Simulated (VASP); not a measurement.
HfAl3O4:

```
Hf Al O
1.0
     4.84199    0.00000    0.00000
     0.00000    4.84199    0.00000
     0.00000    0.00000    4.84199
Hf Al O
1 3 4
Direct
  0.00000 0.00000 0.00000
  0.00000 0.00000 0.50000
  0.00000 0.50000 0.00000
  0.50000 0.00000 0.00000
  0.74351 0.74351 0.25649
  0.74351 0.25649 0.74351
  0.25649 0.74351 0.74351
  0.25649 0.25649 0.25649
```

| Property | Result |
| --- | --- |
| Program | VASP 6.6.1 |
| Task | relaxation of cell and atoms |
| Functional | PBE |
| Potentials or basis | VASP PAW PBE potentials, release 64 (Hf_pv, Al, O) |
| Cutoff | 600 eV |
| k mesh | 4 × 4 × 4 |
| Occupations | gaussian, width 0.1 eV |
| Spin | no spin polarisation |

At the start: pressure 13.2 GPa; volume 14.19 Å³/atom.

Task: How do energy, volume and symmetry change on relaxing?

Result: Over 13 steps the energy falls by 591.3 meV/atom and the volume is 25.33 Å³/atom (+78.5 %); space group P-43m (No. 215, to 0.05 Å).

The path:
```csv
step,energy change (eV),largest force (eV/Å),pressure (GPa),volume (Å³)
1,0.0000,0.6314,13.16,113.52
2,-0.8666,1.7242,0.17,133.76
3,-0.8939,2.0310,-2.05,139.75
4,-1.8478,2.1296,-0.96,148.86
5,-3.8310,1.3242,2.86,168.79
6,3.7888,17.5309,25.16,213.83
7,-4.2163,0.0945,6.19,173.66
8,-4.2888,0.9648,7.38,177.62
9,-4.5338,1.3258,5.10,190.39
10,-4.5515,1.7096,3.49,201.13
11,-4.5629,1.5829,3.99,197.61
12,-4.7172,0.4311,1.04,201.21
13,-4.7305,0.0147,-0.05,202.68
```

Final structure:
```cif
data_structure
_symmetry_space_group_name_H-M 'P 1'
_symmetry_Int_Tables_number 1
_cell_length_a 5.8740
_cell_length_b 5.8740
_cell_length_c 5.8740
_cell_angle_alpha 90.000
_cell_angle_beta 90.000
_cell_angle_gamma 90.000
_cell_volume 202.68
loop_
_atom_site_label
_atom_site_type_symbol
_atom_site_fract_x
_atom_site_fract_y
_atom_site_fract_z
_atom_site_occupancy
Hf1 Hf 0.00000 0.00000 0.00000 1
Al1 Al 0.00000 0.00000 0.50000 1
Al2 Al 0.00000 0.50000 0.00000 1
Al3 Al 0.50000 0.00000 0.00000 1
O1 O 0.80808 0.80808 0.19192 1
O2 O 0.80808 0.19192 0.80808 1
O3 O 0.19192 0.80808 0.80808 1
O4 O 0.19192 0.19192 0.19192 1
```

Caveat: the volume moved by over 15 % at a fixed basis, so the end points are rough; an odd number of electrons without spin polarisation forces a metal; a magnetic or distorted state may lie lower.
